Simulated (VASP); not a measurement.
# Mo (P6/mmm) in VASP: a series of runs, part 2 of 2

VASP 6.6.1.

## 4. Single point, PBEsol

This run uses another cell than the first one, of 16.56 Å³/atom, 1.064 times its volume.

File INCAR:

```
SYSTEM = Mo
PREC = Accurate ; ENCUT = 520
EDIFF = 1E-6 ; ISMEAR = -1
SIGMA = 0.15 ; LREAL = .FALSE.
LASPH = .TRUE. ; NELM = 80
ALGO = Normal ; ISIF = 2
LWAVE = .FALSE. ; LCHARG = .FALSE.
GGA = PS ; NBANDS = 13
```

File KPOINTS:

```
Automatic mesh
0
G
  12 12 11
  0 0 0
```

File POSCAR:

```
Mo
1.0
    2.7355100000      0.0000000000      0.0000000000
   -1.3677550000      2.3690210000      0.0000000000
    0.0000000000      0.0000000000      2.5551810000
Mo
1
Direct
    0.0000000000      0.0000000000      0.5000000000
```

Potentials or basis: VASP PAW PBE potentials, release 64 (Mo_sv).

Started as:

```sh
> cat potpaw_PBE.64/Mo_sv/POTCAR > POTCAR
> mpirun -np 1 vasp_std > vasp.out
```

OUTCAR:

```text
SYSTEM = Mo
   PREC = Accurate
   ENCUT = 520
   EDIFF = 1E-6
   ISMEAR = -1
   LREAL = .FALSE.
   LASPH = .TRUE.
   NELM = 80
   ISIF = 2
   GGA = PS

 ion  position               nearest neighbor table
   1  0.000  0.000  0.500-

  LATTYP: Found a hexagonal cell.
 ALAT       =     2.7355100000
 C/A-ratio  =     0.9340784717

  Lattice vectors:

 A1 = (   2.7355100000,   0.0000000000,   0.0000000000)
 A2 = (  -1.3677550000,   2.3690210000,   0.0000000000)
 A3 = (   0.0000000000,   0.0000000000,   2.5551810000)

Analysis of symmetry for initial positions (statically):
=====================================================================
 Subroutine PRICEL returns:
 Original cell was already a primitive cell.

 Routine SETGRP: Setting up the symmetry group for a
 hexagonal supercell.

 Subroutine GETGRP returns: Found 24 space group operations
 (whereof 24 operations were pure point group operations)
 out of a pool of 24 trial point group operations.

The static configuration has the point symmetry D_6h.

Analysis of symmetry for dynamics (positions and initial velocities):
=====================================================================
 Subroutine PRICEL returns:
 Original cell was already a primitive cell.

 Routine SETGRP: Setting up the symmetry group for a
 hexagonal supercell.

 Subroutine GETGRP returns: Found 24 space group operations
 (whereof 24 operations were pure point group operations)
 out of a pool of 24 trial point group operations.

The dynamic configuration has the point symmetry D_6h.

 Subroutine INISYM returns: Found 24 space group operations
 (whereof 24 operations are pure point group operations),
 and found     1 'primitive' translations

----------------------------------------------------------------------------------------

                                     Primitive cell

  volume of cell :      16.5588

[... 105 lines left out ...]
     AMIX     =   0.40;   BMIX     =  1.00
     AMIX_MAG =   1.60;   BMIX_MAG =  1.00
  volume/ion in A,a.u.               =      16.56       111.74
  Fermi-wavevector in a.u.,A,eV,Ry     =   1.548013  2.925320 32.604234  2.396344
  Thomas-Fermi vector in A             =   2.653024
   LORBIT       =      0    0 simple, 1 ext, 2 COOP (PROOUT), +10 PAW based schemes
   GGA     = PS    functional components
   LHFCALC =     F    Hartree Fock is set to
   AEXX    =    0.0000 exact exchange contribution
   IVDW    =     0    specifies the selected vdW correction
   LEPSILON=     F    determine dielectric tensor
   LRPA    =     F    only Hartree local field effects (RPA)
 non-spin polarized calculation
  energy-cutoff  :      520.00
  volume of cell :       16.56
 maximum number of plane-waves:       460
   NGX = 11   NGY = 11   NGZ =  9

 number of electron      14.0000002 magnetization

 Free energy of the ion-electron system (eV)
  ---------------------------------------------------
  ext. energy  EPLUGINS =         0.00000000
  ---------------------------------------------------
  free energy    TOTEN  =       -10.89857205 eV

  energy without entropy =      -10.82325691  energy(sigma->0) =      -10.86091448

 E-fermi :  11.4770     XC(G=0): -13.1162

 val. band max:       11.4727682050   @ k =   0.5000  -0.0000   0.3636
 cond. band min:      11.4919458040   @ k =   0.2500   0.1667   0.3636
 fundamental gap:      0.0191775990
 Fermi energy:        11.4769562659

 k-point     1 :       0.0000    0.0000    0.0000
  band No.  band energies     occupation
      1     -49.5054      2.00000
      2     -22.7996      2.00000
      3     -22.7996      2.00000
      4     -22.7650      2.00000
      5       4.6086      2.00000
      6       7.1015      2.00000
      7      10.5416      1.99609
      8      10.5416      1.99609
      9      15.5556      0.00000
     10      15.5556      0.00000
     11      24.4352      0.00000
     12      27.1670      0.00000
     13      31.9408      0.00000
[... 354 lines left out ...]
  band No.  band energies     occupation
      1     -49.3184      2.00000
      2     -23.8376      2.00000
      3     -23.0288      2.00000
      4     -22.7876      2.00000
      5       6.9043      2.00000
      6       8.1889      2.00000
      7      10.4023      1.99845
      8      13.0984      0.00004
      9      14.0151      0.00000
     10      14.6797      0.00000
     11      23.8833      0.00000
     12      27.5384      0.00000
     13      28.7972      0.00000

 [... further k-points ...]
[... 5 lines left out ...]
  --------------------------------------------------------------------------------------
  -------------------------------------------------------------------------------------
  Total       -0.0028852     -0.0028852     -1.0886343      0.0000000      0.0000000      0.0000000
  in kB       -0.2791676     -0.2791676   -105.3328192      0.0000000      0.0000000      0.0000000
  external PRESSURE =     -35.2970515 kB  Pullay stress =       0.0000000 kB

 VOLUME and BASIS-vectors are now :
 -----------------------------------------------------------------------------
  energy-cutoff  :      520.00
  volume of cell :       16.56
      direct lattice vectors                 reciprocal lattice vectors
     2.735510000  0.000000000  0.000000000     0.365562546  0.211057648  0.000000000
    -1.367755000  2.369021000  0.000000000     0.000000000  0.422115296  0.000000000
     0.000000000  0.000000000  2.555181000     0.000000000  0.000000000  0.391361708

 POSITION                                       TOTAL-FORCE (eV/Angst)
 -----------------------------------------------------------------------------------
      0.00000      0.00000      1.27759         0.000000      0.000000      0.000000
 -----------------------------------------------------------------------------------
    total drift:                               -0.000000      0.000000     -0.000000

  FREE ENERGIE OF THE ION-ELECTRON SYSTEM (eV)
  ---------------------------------------------------
  free  energy   TOTEN  =       -10.8985720460 eV

  energy  without entropy=      -10.8232569086  energy(sigma->0) =      -10.86091448
```

stdout:

```text
POSCAR found type information on POSCAR Mo
 POSCAR found :  1 types and       1 ions
 scaLAPACK will be used
 -----------------------------------------------------------------------------
|                                                                             |
|                                                                             |
|     You enforced a specific xc type in the INCAR file but a different       |
|     I HOPE YOU KNOW WHAT YOU ARE DOING!                                     |
|                                                                             |
 -----------------------------------------------------------------------------

 LDA part: xc-table for (Slater+PW92), standard interpolation
 POSCAR, INCAR and KPOINTS ok, starting setup
 FFT: planning ... GRIDC
 FFT: planning ... GRID_SOFT
 FFT: planning ... GRID
 WAVECAR not read
 entering main loop
```

Wall time 22 s (1 thread of Intel Xeon 8259CL, shared host); peak memory 0.14 GiB.

Results:

```yaml
Free_energy: -10.8986 eV
Pressure: -3.5 GPa
Band_gap_on_the_k_mesh: zero (band 7 reaches 12.41 eV, above the bottom of band 8 at 10.54 eV)
```

Stress tensor (GPa, compression positive):
```
 -0.03   0.00   0.00
  0.00  -0.03   0.00
  0.00   0.00 -10.53
```

Caveat: the PAW data sets were made with another functional, which shifts forces and pressure a little.

## 5. Single point, PBEsol

This run uses another cell than the first one, of 17.06 Å³/atom, 1.096 times its volume.

File INCAR:

```
PREC = Accurate
ENCUT = 520
EDIFF = 1E-6
ISMEAR = -1
SIGMA = 0.15
LREAL = F
LASPH = T
NELM = 100
ALGO = Normal
ISIF = 2
LWAVE = F
LCHARG = F
GGA = PS
NBANDS = 13
```

File KPOINTS:

```
regular mesh
0
Gamma
  12 12 11
```

File POSCAR:

```
Mo
1.0
    2.7625960190      0.0000000000      0.0000000000
   -1.3812980095      2.3924781790      0.0000000000
    0.0000000000      0.0000000000      2.5804814672
Mo
1
Direct
    0.0000000000      0.0000000000      0.5000000000
```

Started as:

```sh
> cat potpaw_PBE.64/Mo_sv/POTCAR > POTCAR
> mpirun -np 1 vasp_std > vasp.out
```

It took 21 s on 1 thread of Intel Xeon 8259CL, shared host; peak memory 0.15 GiB.

The run converged. Its results:

```
Free energy            : -10.8786 eV
Pressure               : -9.3 GPa
Band gap on the k mesh : zero (band 7 reaches 11.95 eV, above the bottom of band 8 at 10.15 eV)
```

Stress tensor (GPa, compression positive):
```
 -6.22   0.00   0.00
  0.00  -6.22   0.00
  0.00   0.00 -15.52
```

Levels at points of the mesh, in eV from the Fermi level:
```csv
k point,band 4,band 5,band 6,band 7,band 8,band 9,band 10,band 11
"(0.00, 0.00, 0.00)",-34.31,-6.77,-4.22,-0.88,-0.88,3.91,3.91,12.94
"(0.50, 0.00, 0.00)",-34.17,-4.80,-3.11,0.91,0.92,3.27,4.23,9.74
```

Caveat: the PAW data sets were made with another functional, which shifts forces and pressure a little.

## 6. Single point, PBEsol

This run uses another cell than the first one, of 17.55 Å³/atom, 1.128 times its volume.

File INCAR:

```
PREC = Accurate ; ENCUT = 520
EDIFF = 1E-6 ; ISMEAR = -1
SIGMA = 0.15 ; LREAL = F
LASPH = T ; NELM = 60
ALGO = Normal ; ISIF = 2
LWAVE = F ; LCHARG = T
GGA = PS ; LELF = T
LVHAR = T ; NBANDS = 13
```

KPOINTS is that of step 5.

File POSCAR:

```
Mo
1.0
    2.7891610719      0.0000000000      0.0000000000
   -1.3945805359      2.4154841882      0.0000000000
    0.0000000000      0.0000000000      2.6052953112
Mo
1
Direct
    0.0000000000      0.0000000000      0.5000000000
```

Potentials or basis: VASP PAW PBE potentials, release 64 (Mo_sv).

Started as:

```sh
> cat potpaw_PBE.64/Mo_sv/POTCAR > POTCAR
> mpirun -np 1 vasp_std > vasp.out
```

Wall time 23 s (1 thread of Intel Xeon 8259CL, shared host); peak memory 0.15 GiB.

Results (log left out):

* Free energy: -10.8421 eV
* Pressure: -14.3 GPa
* Band gap on the k mesh: zero (band 7 reaches 11.48 eV, above the bottom of band 8 at 9.78 eV)

Stress tensor (GPa, compression positive):
```
-11.54   0.00   0.00
  0.00 -11.54   0.00
  0.00   0.00 -19.73
```

Levels at points of the mesh, in eV from the Fermi level:
```tsv
k point	band 5	band 6	band 7	band 8	band 9	band 10
(0.00, 0.00, 0.00)	-6.67	-4.07	-0.84	-0.84	3.75	3.75
(0.50, 0.00, 0.00)	-4.64	-3.03	0.86	0.89	3.13	4.06
```

Caveat: the PAW data sets were made with another functional, which shifts forces and pressure a little.

## 7. The runs side by side

| cell | gap on the mesh (eV) | pressure (GPa) |
| --- | --- | --- |
| a = 2.680, b = 2.680, c = 2.503 Å, angles 90.0, 90.0, 120.0°, 1 atom | none | 11.2 |
| a = 2.708, b = 2.708, c = 2.529 Å, angles 90.0, 90.0, 120.0°, 1 atom | none | 3.2 |
| a = 2.736, b = 2.736, c = 2.555 Å, angles 90.0, 90.0, 120.0°, 1 atom | none | -3.5 |
| a = 2.763, b = 2.763, c = 2.580 Å, angles 90.0, 90.0, 120.0°, 1 atom | none | -9.3 |
| a = 2.789, b = 2.789, c = 2.605 Å, angles 90.0, 90.0, 120.0°, 1 atom | none | -14.3 |

Alike in all rows: task single point; level PBEsol; potentials or basis VASP PAW PBE potentials, release 64 (Mo_sv); no spin polarisation; k mesh 12 × 12 × 11; cutoff (eV) 520; smearing fermi-dirac 0.15 eV.

Caveats: the PAW data sets were made with another functional, which shifts forces and pressure a little.

Absolute energies hang on the potentials; compare differences alone.
